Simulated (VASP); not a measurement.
# Al2Cu (Khatyrkite) (I4/mcm) in VASP: single point with LDA

Aim: the single point of Al2Cu (Khatyrkite) with LDA.

Everything below comes from runs of VASP 6.6.1. Logs are shortened: lines on timing, memory, paths and dates and some standing lists are left out, and cuts for length are marked.

### 1 The cell of the first run

Symmetry: I4/mcm, No. 140, tetragonal system. The conventional cell has a = 6.067 Å, b = 6.067 Å, c = 4.877 Å, α = 90.00°, β = 90.00°, γ = 90.00°. Within 3.4 Å of Al (site symmetry m2m) lie 4 Cu at 2.59 Å and 11 Al at 2.71 to 3.23 Å. Within 3.2 Å of Cu (site symmetry 422) lie 2 Cu at 2.44 Å and 8 Al at 2.59 Å.

### 2 Single point, LDA

INCAR

```
SYSTEM = Al2Cu
PREC = Accurate ; ENCUT = 520
EDIFF = 1E-6 ; ISMEAR = -1
SIGMA = 0.15 ; LREAL = .False.
LASPH = .True. ; NELM = 100
ALGO = Normal ; ISIF = 2
LWAVE = .False. ; LCHARG = .False.
GGA = CA ; NBANDS = 26
```

KPOINTS

```
regular mesh
0
Gamma
  6 6 6
  0 0 0
```

POSCAR

```
Al2Cu
1.0
   -3.0335000000      3.0335000000      2.4385000000
    3.0335000000     -3.0335000000      2.4385000000
    3.0335000000      3.0335000000     -2.4385000000
Al Cu
4 2
Direct
    0.6581000000      0.1581000000      0.8162000000
    0.1581000000      0.3419000000      0.5000000000
    0.3419000000      0.8419000000      0.1838000000
    0.8419000000      0.6581000000      0.5000000000
    0.2500000000      0.2500000000      0.0000000000
    0.7500000000      0.7500000000      0.0000000000
```

Potentials or basis: VASP PAW LDA potentials, release 64 (Al, Cu).

Run with:

```
$ cat potpaw_LDA.64/Al/POTCAR potpaw_LDA.64/Cu/POTCAR > POTCAR
$ mpirun -np 1 vasp_std > vasp.out
```

OUTCAR:

```text
SYSTEM = Al2Cu
   PREC = Accurate
   ENCUT = 520
   EDIFF = 1E-6
   ISMEAR = -1
   LREAL = .False.
   LASPH = .True.
   NELM = 100
   ISIF = 2
   GGA = CA

 ion  position               nearest neighbor table
   1  0.658  0.158  0.816-   5 2.59   6 2.59   5 2.59   6 2.59   3 2.71   3 2.90   3 2.90   2 3.10
                             4 3.10   4 3.10   2 3.10   2 3.23   4 3.23   4 3.23   2 3.23
   2  0.158  0.342  0.500-   5 2.59   5 2.59   6 2.59   6 2.59   4 2.71   4 2.90   4 2.90   1 3.10
                             3 3.10   1 3.10   3 3.10   1 3.23   3 3.23   3 3.23   1 3.23
   3  0.342  0.842  0.184-   5 2.59   6 2.59   5 2.59   6 2.59   1 2.71   1 2.90   1 2.90   4 3.10
                             2 3.10   2 3.10   4 3.10   4 3.23   2 3.23   4 3.23   2 3.23
   4  0.842  0.658  0.500-   6 2.59   6 2.59   5 2.59   5 2.59   2 2.71   2 2.90   2 2.90   1 3.10
                             3 3.10   1 3.10   3 3.10   1 3.23   3 3.23   1 3.23   3 3.23
   5  0.250  0.250  0.000-   6 2.44   6 2.44   1 2.59   3 2.59   1 2.59   3 2.59   2 2.59   2 2.59
                             4 2.59   4 2.59
   6  0.750  0.750  0.000-   5 2.44   5 2.44   1 2.59   3 2.59   1 2.59   3 2.59   4 2.59   4 2.59
                             2 2.59   2 2.59

  LATTYP: Found a body centered tetragonal cell.
 ALAT       =     6.0670000000
 C/A-ratio  =     0.8038569309

  Lattice vectors:

 A1 = (  -3.0335000000,   3.0335000000,   2.4385000000)
 A2 = (   3.0335000000,  -3.0335000000,   2.4385000000)
 A3 = (   3.0335000000,   3.0335000000,  -2.4385000000)

Analysis of symmetry for initial positions (statically):
=====================================================================
 Subroutine PRICEL returns:
 Original cell was already a primitive cell.

 Routine SETGRP: Setting up the symmetry group for a
 body centered tetragonal supercell.

 Subroutine GETGRP returns: Found 16 space group operations
 (whereof  8 operations were pure point group operations)
 out of a pool of 16 trial point group operations.

The static configuration has the point symmetry C_4h.
 The point group associated with its full space group is D_4h.

Analysis of symmetry for dynamics (positions and initial velocities):
=====================================================================
 Subroutine PRICEL returns:
 Original cell was already a primitive cell.

 Routine SETGRP: Setting up the symmetry group for a
 body centered tetragonal supercell.

 Subroutine GETGRP returns: Found 16 space group operations
 (whereof  8 operations were pure point group operations)
 out of a pool of 16 trial point group operations.

The dynamic configuration has the point symmetry C_4h.
 The point group associated with its full space group is D_4h.

 Subroutine INISYM returns: Found 16 space group operations
 (whereof  8 operations are pure point group operations),
 and found     1 'primitive' translations

----------------------------------------------------------------------------------------

                                     Primitive cell

  volume of cell :      89.7575

  direct lattice vectors                    reciprocal lattice vectors
    -3.033500000  3.033500000  2.438500000     0.000000000  0.164826108  0.205044084
     3.033500000 -3.033500000  2.438500000     0.164826108  0.000000000  0.205044084
     3.033500000  3.033500000 -2.438500000     0.164826108  0.164826108  0.000000000

  length of vectors
     4.934625290  4.934625290  4.934625290     0.263079309  0.263079309  0.233099318

  position of ions in fractional coordinates (direct lattice)
     0.658100000  0.158100000  0.816200000
     0.158100000  0.341900000  0.500000000
     0.341900000  0.841900000  0.183800000
     0.841900000  0.658100000  0.500000000
     0.250000000  0.250000000  0.000000000
     0.750000000  0.750000000  0.000000000

  ion indices of the primitive-cell ions
   primitive index   ion index
                 1           1
                 2           2
                 3           3
                 4           4
                 5           5
                 6           6

----------------------------------------------------------------------------------------

 KPOINTS: regular mesh

Automatic generation of k-mesh.
 Grid dimensions read from file:
 generate k-points for:    6    6    6

 Generating k-lattice:

  Cartesian coordinates                     Fractional coordinates (reciprocal lattice)
     0.000000000  0.027471018  0.034174014     0.166666667 -0.000000000  0.000000000
     0.027471018  0.000000000  0.034174014    -0.000000000  0.166666667  0.000000000
     0.027471018  0.027471018  0.000000000     0.000000000  0.000000000  0.166666667

  Length of vectors
     0.043846551  0.043846551  0.038849886

  Shift w.r.t. Gamma in fractional coordinates (k-lattice)
     0.000000000  0.000000000  0.000000000

 Subroutine IBZKPT returns following result:
 ===========================================

 Found     30 irreducible k-points:

 Following reciprocal coordinates:
            Coordinates               Weight
  0.000000  0.000000  0.000000      1.000000
  0.166667 -0.000000  0.000000      8.000000
  0.333333 -0.000000  0.000000      8.000000
  0.500000 -0.000000  0.000000      4.000000
  0.166667  0.166667  0.000000      8.000000
  0.333333  0.166667  0.000000     16.000000
[... 16 lines left out ...]
 -0.333333 -0.333333  0.166667      8.000000
 -0.166667 -0.333333  0.166667      8.000000
 [... further k-points ...]
   k-points           NKPTS =     30   k-points in BZ     NKDIM =     30   number of bands    NBANDS=     26
   number of dos      NEDOS =    301   number of ions     NIONS =      6
   total plane-waves  NPLWV =  64000
   dimension x,y,z NGX =    40 NGY =   40 NGZ =   40
   dimension x,y,z NGXF=    80 NGYF=   80 NGZF=   80
   ions per type =               4   2
   NGX,Y,Z   is equivalent  to a cutoff of  13.48, 13.48, 13.48 a.u.
   NGXF,Y,Z  is equivalent  to a cutoff of  26.95, 26.95, 26.95 a.u.
 SYSTEM =  Al2Cu
   PREC   = accura    normal or accurate (medium, high low for compatibility)
   ISTART =      0    job   : 0-new  1-cont  2-samecut
   ICHARG =      2    charge: 1-file 2-atom 10-const
   ISPIN  =      1    spin polarized calculation?
   LNONCOLLINEAR =      F non collinear calculations
   LSORBIT =      F    spin-orbit coupling
   LASPH  =      T    aspherical Exc in radial PAW
   ENCUT  =  520.0 eV  38.22 Ry    6.18 a.u.   9.18  9.18  9.18*2*pi/ulx,y,z
   NELM   =    100;   NELMIN=  2; NELMDL= -5     # of ELM steps
   EDIFF  = 0.1E-05   stopping-criterion for ELM
   LREAL  =      F    real-space projection
   EDIFFG = 0.1E-04   stopping-criterion for IOM
   NSW    =      0    number of steps for IOM
   IBRION =     -1    ionic relax: 0-MD 1-quasi-New 2-CG
   NFREE  =      0    steps in history (QN), initial steepest desc. (CG)
   ISIF   =      2    stress and relaxation
   ISYM   =      2    0-nonsym 1-usesym 2-fastsym
   POTIM  = 0.5000    time-step for ionic-motion
   TEBEG  =    0.0;   TEEND  =   0.0 temperature during run
   PSTRESS=    0.0 pullay stress
   NELECT =      34.0000    total number of electrons
   NUPDOWN=      -1.0000    fix difference up-down
   EMIN   =  10.00;   EMAX   =-10.00  energy-range for DOS
   EFERMI =   0.00;   METHOD = LEGACY
   ISMEAR =    -1;   SIGMA  =   0.15  broadening in eV -4-tet -1-fermi 0-gaus
   EFERMI_NEDOS =   21; number of points for ismear=-14 and -15
   IALGO  =     38    algorithm
   IMIX   =      4    mixing-type and parameters
     AMIX     =   0.40;   BMIX     =  1.00
     AMIX_MAG =   1.60;   BMIX_MAG =  1.00
  volume/ion in A,a.u.               =      14.96       100.95
  Fermi-wavevector in a.u.,A,eV,Ry     =   1.184525  2.238428 19.090326  1.403099
  Thomas-Fermi vector in A             =   2.320737
   LORBIT       =      0    0 simple, 1 ext, 2 COOP (PROOUT), +10 PAW based schemes
   GGA     = CA    functional components
   LHFCALC =     F    Hartree Fock is set to
   AEXX    =    0.0000 exact exchange contribution
   IVDW    =     0    specifies the selected vdW correction
   LEPSILON=     F    determine dielectric tensor
   LRPA    =     F    only Hartree local field effects (RPA)
 non-spin polarized calculation
  energy-cutoff  :      520.00
  volume of cell :       89.76
 maximum number of plane-waves:      2441
 NGX is ok and might be reduce to    40
   NGX = 19   NGY = 19   NGZ = 19

 number of electron      33.9999978 magnetization

 Free energy of the ion-electron system (eV)
  ---------------------------------------------------
  ext. energy  EPLUGINS =         0.00000000
  ---------------------------------------------------
  free energy    TOTEN  =       -27.29730281 eV

  energy without entropy =      -27.16873729  energy(sigma->0) =      -27.23302005

 E-fermi :   7.6780     XC(G=0): -11.0416

 val. band max:        7.6135679430   @ k =   0.1667   0.1667   0.1667
 cond. band min:       7.7035042220   @ k =   0.1667  -0.0000   0.0000
 fundamental gap:      0.0899362790
 Fermi energy:         7.6779817921

 k-point     1 :       0.0000    0.0000    0.0000
  band No.  band energies     occupation
      1      -2.9725      2.00000
      2       2.3935      2.00000
      3       2.5854      2.00000
      4       2.5854      2.00000
      5       2.5900      2.00000
      6       3.4794      2.00000
[... 18 lines left out ...]
     25      12.9184      0.00000
     26      13.4937      0.00000

 k-point     2 :       0.1667   -0.0000    0.0000
  band No.  band energies     occupation
      1      -2.6836      2.00000
      2       2.3746      2.00000
      3       2.4813      2.00000
      4       2.5741      2.00000
      5       2.6548      2.00000
      6       3.4295      2.00000
[... 18 lines left out ...]
     25      13.2353      0.00000
     26      13.8206      0.00000

 k-point     3 :       0.3333   -0.0000    0.0000
  band No.  band energies     occupation
      1      -1.8265      2.00000
      2       1.3245      2.00000
      3       2.3668      2.00000
      4       2.5266      2.00000
      5       2.7863      2.00000
      6       3.2665      2.00000
[... 18 lines left out ...]
     25      14.1313      0.00000
     26      14.5544      0.00000

 k-point     4 :       0.5000   -0.0000    0.0000
  band No.  band energies     occupation
      1      -0.4392      2.00000
      2      -0.4392      2.00000
      3       2.4335      2.00000
      4       2.4335      2.00000
      5       2.9389      2.00000
      6       2.9389      2.00000
[... 18 lines left out ...]
     25      15.1654      0.00000
     26      15.1662      0.00000

 k-point     5 :       0.1667    0.1667    0.0000
  band No.  band energies     occupation
      1      -2.0487      2.00000
      2       1.9812      2.00000
      3       2.1709      2.00000
      4       2.3761      2.00000
      5       3.0281      2.00000
      6       3.1733      2.00000
[... 18 lines left out ...]
     25      14.1559      0.00000
     26      14.3612      0.00000

 k-point     6 :       0.3333    0.1667    0.0000
  band No.  band energies     occupation
      1      -0.8671      2.00000
      2       0.3895      2.00000
      3       1.5216      2.00000
      4       2.3666      2.00000
      5       3.0409      2.00000
      6       3.3144      2.00000
[... 427 lines left out ...]
 k-point    21 :      -0.3333    0.5000    0.1667
  band No.  band energies     occupation
      1      -0.9162      2.00000
      2       0.3491      2.00000
      3       1.6261      2.00000
      4       2.3479      2.00000
      5       2.8016      2.00000
      6       2.8280      2.00000
[... 18 lines left out ...]
     25      13.9125      0.00000
     26      14.1193      0.00000

 k-point    22 :      -0.1667    0.5000    0.1667
  band No.  band energies     occupation
      1      -0.5195      2.00000
      2       0.1785      2.00000
      3       1.7524      2.00000
      4       1.8718      2.00000
      5       2.8658      2.00000
      6       3.0450      2.00000
[... 18 lines left out ...]
     25      14.2443      0.00000
     26      15.0313      0.00000

 k-point    23 :      -0.3333   -0.3333    0.1667
  band No.  band energies     occupation
      1      -0.0270      2.00000
      2       0.5074      2.00000
      3       0.5297      2.00000
      4       2.4566      2.00000
      5       2.6006      2.00000
      6       2.9345      2.00000
[... 18 lines left out ...]
     25      14.1475      0.00000
     26      15.8589      0.00000

 k-point    24 :      -0.1667   -0.3333    0.1667
  band No.  band energies     occupation
      1      -1.3009      2.00000
      2       1.1651      2.00000
      3       2.0277      2.00000
      4       2.3438      2.00000
      5       2.9006      2.00000
      6       2.9580      2.00000
[... 18 lines left out ...]
     25      14.8900      0.00000
     26      14.9423      0.00000

 [... further k-points ...]
[... 5 lines left out ...]
  --------------------------------------------------------------------------------------
  -------------------------------------------------------------------------------------
  Total       -3.6285978     -3.6285978     -3.0191722      0.0000000     -0.0000000      0.0000000
  in kB      -64.7707118    -64.7707118    -53.8924233      0.0000000     -0.0000000      0.0000000
  external PRESSURE =     -61.1446156 kB  Pullay stress =       0.0000000 kB

 VOLUME and BASIS-vectors are now :
 -----------------------------------------------------------------------------
  energy-cutoff  :      520.00
  volume of cell :       89.76
      direct lattice vectors                 reciprocal lattice vectors
    -3.033500000  3.033500000  2.438500000     0.000000000  0.164826108  0.205044084
     3.033500000 -3.033500000  2.438500000     0.164826108  0.000000000  0.205044084
     3.033500000  3.033500000 -2.438500000     0.164826108  0.164826108  0.000000000

 POSITION                                       TOTAL-FORCE (eV/Angst)
 -----------------------------------------------------------------------------------
      0.95919      3.99269     -0.00000         0.086950      0.086950      0.000000
      2.07431      0.95919      0.00000        -0.086950      0.086950     -0.000000
      2.07431     -0.95919      2.43850        -0.086950     -0.086950     -0.000000
      0.95919      2.07431      2.43850         0.086950     -0.086950     -0.000000
      0.00000      0.00000      1.21925        -0.000000      0.000000     -0.000000
      0.00000      0.00000      3.65775        -0.000000     -0.000000     -0.000000
 -----------------------------------------------------------------------------------
    total drift:                               -0.000000     -0.000000      0.000000

  FREE ENERGIE OF THE ION-ELECTRON SYSTEM (eV)
  ---------------------------------------------------
  free  energy   TOTEN  =       -27.2973028138 eV

  energy  without entropy=      -27.1687372903  energy(sigma->0) =      -27.23302005
```

Wall time 40 s (1 thread of Intel Xeon 6975P-C (Granite Rapids), shared host); peak memory 0.22 GiB.

Results:

* Free energy: -27.2973 eV
* Pressure: -6.1 GPa
* Largest force: 0.123 eV/Å
* Band gap on the k mesh: zero (band 17 reaches 10.22 eV, above the bottom of band 18 at 6.23 eV)

Forces on the atoms (eV/Å):
```
Al   0.087  0.087  0.000
Al  -0.087  0.087  0.000
Al  -0.087 -0.087  0.000
Al   0.087 -0.087  0.000
Cu   0.000  0.000  0.000
Cu   0.000  0.000  0.000
```

Stress tensor (GPa, compression positive):
```
-6.48  0.00  0.00
 0.00 -6.48  0.00
 0.00  0.00 -5.39
```
